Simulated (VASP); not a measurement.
# Co (P-3m1) in VASP: settings compared, part 2 of 2

VASP 6.6.1. Earlier steps stand in the parts before.

### Step 4. Single point, BLYP, collinear spin, ferromagnetic start

The input, INCAR:

```
SYSTEM = Co
PREC     = Accurate       ! precision mode
ENCUT    = 520            ! plane-wave cutoff, eV
EDIFF    = 1E-7           ! SCF threshold, eV
ISMEAR   = -1             ! smearing method
SIGMA    = 0.1            ! smearing width, eV
LREAL    = .FALSE.        ! projectors in reciprocal space
LASPH    = .TRUE.         ! aspherical terms in the spheres
NELM     = 150            ! most SCF steps
ALGO     = Normal         ! electronic algorithm
ISIF     = 2              ! what is computed and relaxed
LWAVE    = .FALSE.        ! write WAVECAR
LCHARG   = .FALSE.        ! write CHGCAR
ISPIN    = 2              ! spin polarisation
MAGMOM   = 1.8 1.8        ! initial moments
LORBIT   = 11             ! projections on sites
LMAXMIX  = 4              ! l up to which the mixer works
GGA      = B5             ! functional
ALDAX    = 1.0          
AGGAX    = 1.0          
AGGAC    = 1.0          
ALDAC    = 0.0          
NBANDS   = 20             ! bands
```

The input, KPOINTS:

```
regular mesh
0
G
  14 14 8
  0 0 0
```

The input, POSCAR:

```
Co
1.0
    2.4873650000      0.0000000000      0.0000000000
   -1.2436820000      2.1541210000      0.0000000000
    0.0000000000      0.0000000000      4.0632900000
Co
2
Direct
    0.6666666667      0.3333333333      0.2598610000
    0.3333333333      0.6666666667      0.7401390000
```

Potentials or basis: VASP PAW PBE potentials, release 64 (Co).

On the command line:

```
cat potpaw_PBE.64/Co/POTCAR > POTCAR
mpirun -np 1 vasp_std > vasp.out
```

OUTCAR:

```text
SYSTEM = Co
   PREC = Accurate
   ENCUT = 520
   EDIFF = 1E-7
   ISMEAR = -1
   LREAL = .FALSE.
   LASPH = .TRUE.
   NELM = 150
   ISIF = 2
   ISPIN = 2
   LORBIT = 11
   GGA = B5

 ion  position               nearest neighbor table
   1  0.667  0.333  0.260-   2 2.42   2 2.42   2 2.42   2 2.55   2 2.55   2 2.55
   2  0.333  0.667  0.740-   1 2.42   1 2.42   1 2.42   1 2.55   1 2.55   1 2.55

  LATTYP: Found a hexagonal cell.
 ALAT       =     2.4873650000
 C/A-ratio  =     1.6335720733

  Lattice vectors:

 A1 = (   2.4873650000,   0.0000000000,   0.0000000000)
 A2 = (  -1.2436820000,   2.1541210000,   0.0000000000)
 A3 = (   0.0000000000,   0.0000000000,   4.0632900000)

Analysis of symmetry for initial positions (statically):
=====================================================================
 Subroutine PRICEL returns:
 Original cell was already a primitive cell.

 Routine SETGRP: Setting up the symmetry group for a
 hexagonal supercell.

 Subroutine GETGRP returns: Found 12 space group operations
 (whereof 12 operations were pure point group operations)
 out of a pool of 24 trial point group operations.

The static configuration has the point symmetry D_3d.

Analysis of symmetry for dynamics (positions and initial velocities):
=====================================================================
 Subroutine PRICEL returns:
 Original cell was already a primitive cell.

 Routine SETGRP: Setting up the symmetry group for a
 hexagonal supercell.

 Subroutine GETGRP returns: Found 12 space group operations
 (whereof 12 operations were pure point group operations)
 out of a pool of 24 trial point group operations.

The dynamic configuration has the point symmetry D_3d.

Analysis of structural, dynamic, and magnetic symmetry:
=====================================================================
 Subroutine PRICEL returns:
 Original cell was already a primitive cell.

 Routine SETGRP: Setting up the symmetry group for a
[... 139 lines left out ...]
  volume of cell :       21.77
 maximum number of plane-waves:       600
   NGX =  9   NGY =  9   NGZ = 15

 number of electron      17.9999997 magnetization       3.1194365

 Free energy of the ion-electron system (eV)
  ---------------------------------------------------
  ext. energy  EPLUGINS =         0.00000000
  ---------------------------------------------------
  free energy    TOTEN  =       -12.10929928 eV

  energy without entropy =      -12.04712239  energy(sigma->0) =      -12.07821084

 E-fermi :  10.7035     XC(G=0): -12.7789

 val. band max:       10.6963392521   @ k =   0.2857  -0.0000   0.3750
 cond. band min:      10.7046679403   @ k =   0.1429   0.0714   0.1250
 fundamental gap:      0.0083286882
 Fermi energy:        10.7035464831

 spin component 1

 k-point     1 :       0.0000    0.0000    0.0000
  band No.  band energies     occupation
      1       1.9496      1.00000
      2       5.6140      1.00000
      3       8.0833      1.00000
      4       8.1377      1.00000
      5       8.1377      1.00000
      6       8.4274      1.00000
[... 541 lines left out ...]
     19      27.4227      0.00000
     20      43.4448      0.00000

 [... further k-points ...]

 spin component 2

 k-point     1 :       0.0000    0.0000    0.0000
  band No.  band energies     occupation
      1       1.9847      1.00000
      2       6.5062      1.00000
      3       9.5847      0.99999
      4       9.6784      0.99996
      5       9.6785      0.99996
      6       9.9843      0.99925
[... 541 lines left out ...]
     19      27.8044      0.00000
     20      43.6483      0.00000

 [... further k-points ...]
[... 5 lines left out ...]
  --------------------------------------------------------------------------------------
  -------------------------------------------------------------------------------------
  Total        1.3152294      1.3152291      1.0650945      0.0000003      0.0000000     -0.0000000
  in kB       96.7887013     96.7886763     78.3810900      0.0000225      0.0000000     -0.0000000
  external PRESSURE =      90.6528226 kB  Pullay stress =       0.0000000 kB

 VOLUME and BASIS-vectors are now :
 -----------------------------------------------------------------------------
  energy-cutoff  :      520.00
  volume of cell :       21.77
      direct lattice vectors                 reciprocal lattice vectors
     2.487365000  0.000000000  0.000000000     0.402031869  0.232113145  0.000000000
    -1.243682000  2.154121000  0.000000000     0.000000000  0.464226476  0.000000000
     0.000000000  0.000000000  4.063290000     0.000000000  0.000000000  0.246105988

 POSITION                                       TOTAL-FORCE (eV/Angst)
 -----------------------------------------------------------------------------------
      1.24368      0.71804      1.05589         0.000000      0.000000     -0.555170
      0.00000      1.43608      3.00740         0.000000      0.000000      0.555170
 -----------------------------------------------------------------------------------
    total drift:                                0.000000     -0.000000     -0.000000

  FREE ENERGIE OF THE ION-ELECTRON SYSTEM (eV)
  ---------------------------------------------------
  free  energy   TOTEN  =       -12.1092992846 eV

  energy  without entropy=      -12.0471223935  energy(sigma->0) =      -12.07821084

 total charge

# of ion       s       p       d       tot
------------------------------------------
    1        0.484   0.500   7.318   8.302
    2        0.484   0.500   7.318   8.302
--------------------------------------------------
tot          0.969   1.000  14.636  16.605

 magnetization (x)

# of ion       s       p       d       tot
------------------------------------------
    1       -0.015  -0.049   1.639   1.575
    2       -0.015  -0.049   1.639   1.575
--------------------------------------------------
tot         -0.030  -0.097   3.277   3.150
```

stdout:

```text
POSCAR found type information on POSCAR Co
 POSCAR found :  1 types and       2 ions
 scaLAPACK will be used
 -----------------------------------------------------------------------------
|                                                                             |
|                                                                             |
|     You enforced a specific xc type in the INCAR file but a different       |
|     I HOPE YOU KNOW WHAT YOU ARE DOING!                                     |
|                                                                             |
 -----------------------------------------------------------------------------

 LDA part: xc-table for (Slater(with rela. corr.)+VWN5), standard interpolation
 POSCAR, INCAR and KPOINTS ok, starting setup
 FFT: planning ... GRIDC
 FFT: planning ... GRID_SOFT
 FFT: planning ... GRID
 WAVECAR not read
 entering main loop
```

Wall time 2.4 min (1 thread of Intel Xeon Platinum 8259CL at 2.50GHz (Skylake/Cascade Lake), shared host); peak memory 0.21 GiB.

What came out:

```yaml
Free_energy: -12.1093 eV
Pressure: 9.1 GPa
Largest_force: 0.555 eV/Å
Net_moment: 3.12 μB per cell
Site_moments: Co +1.57 μB
Valence_electrons_inside_the_program's_atomic_spheres: Co 8.30
```

Forces on the atoms (eV/Å):
```
Co   0.000  0.000 -0.555
Co   0.000  0.000  0.555
```

Caveat: the PAW data sets were made with another functional, which shifts forces and pressure a little.

### Step 5. Summary

| level | potentials or basis | gap on the mesh (eV) | pressure (GPa) | moment (μB) | largest force (eV/Å) |
| --- | --- | --- | --- | --- | --- |
| PBEsol | VASP PAW PBE potentials, release 64 (Co) | none | -10.3 | 3.19 | 0.46 |
| LDA | VASP PAW LDA potentials, release 64 (Co) | none | -18.7 | 3.06 | 0.43 |
| BLYP | VASP PAW PBE potentials, release 64 (Co) | none | 9.1 | 3.12 | 0.56 |

Alike in all rows: task single point; spin collinear, ferromagnetic start; cell as given; k mesh 14 × 14 × 8; cutoff (eV) 520; smearing fermi-dirac 0.1 eV.

Caveats: the PAW data sets were made with another functional, which shifts forces and pressure a little (some runs).

Absolute energies hang on the potentials; compare differences alone.
